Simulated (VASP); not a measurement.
Input of a VASP 6.6.1 run:

INCAR

```
PREC     = Accurate       # precision mode
ENCUT    = 520            # plane-wave cutoff, eV
EDIFF    = 1E-6           # SCF threshold, eV
ISMEAR   = 0              # smearing method
SIGMA    = 0.05           # smearing width, eV
LREAL    = False          # projectors in reciprocal space
LASPH    = True           # aspherical terms in the spheres
NELM     = 60             # most SCF steps
ALGO     = Normal         # electronic algorithm
ISIF     = 2              # what is computed and relaxed
LWAVE    = False          # write WAVECAR
LCHARG   = True           # write CHGCAR
LDIPOL   = True         
IDIPOL   = 3            
DIPOL    = 0.5 0.5 0.404
GGA      = PE             # functional
IVDW     = 12             # dispersion correction
LELF     = True           # ELF
LVHAR    = True         
LVACPOTAV= True         
NBANDS   = 50             # bands
```

The input KPOINTS:

```
regular mesh
0
Gamma
  7 7 1
```

Contents of POSCAR:

```
SnO
1.0
    3.8201629585      0.0000000000      0.0000000000
    0.0000000000      3.8201629585      0.0000000000
    0.0000000000      0.0000000000     22.2260830948
Sn O
4 4
Direct
    0.7500000000      0.2500000000      0.2024648239
    0.2500000000      0.7500000000      0.3087832219
    0.7500000000      1.2500000000      0.5000000000
    1.2500000000      0.7500000000      0.6063183980
    0.2500000000      0.2500000000      0.2556240229
    0.7500000000      0.7500000000      0.2556240229
    1.2500000000      1.2500000000      0.5531591990
    0.7500000000      0.7500000000      0.5531591990
```

Potentials or basis: VASP PAW PBE potentials, release 64 (Sn_d, O).

Command:

```console
$ cat potpaw_PBE.64/Sn_d/POTCAR potpaw_PBE.64/O/POTCAR > POTCAR
$ mpirun -np 1 vasp_std > vasp.out
```

Q: Predict the dispersion energy per atom.

A: -0.154 eV.

Q: Predict the band gap on the k mesh.

A: 2.58 eV (least direct gap 2.60 eV).

Q: Estimate the largest force.

A: 0.186 eV/Å.

Forces in eV/Å, atoms in the order of the input:
```
Sn   0.000  0.000 -0.080
Sn   0.000  0.000  0.186
Sn   0.000  0.000 -0.186
Sn   0.000  0.000  0.080
O    0.000  0.000  0.012
O    0.000  0.000  0.012
O    0.000  0.000 -0.012
O    0.000  0.000 -0.012
```

Caveat: the cell differs from its parent crystal (layers slid over each other); spin-orbit coupling is left out, which moves the levels of the heavy elements.
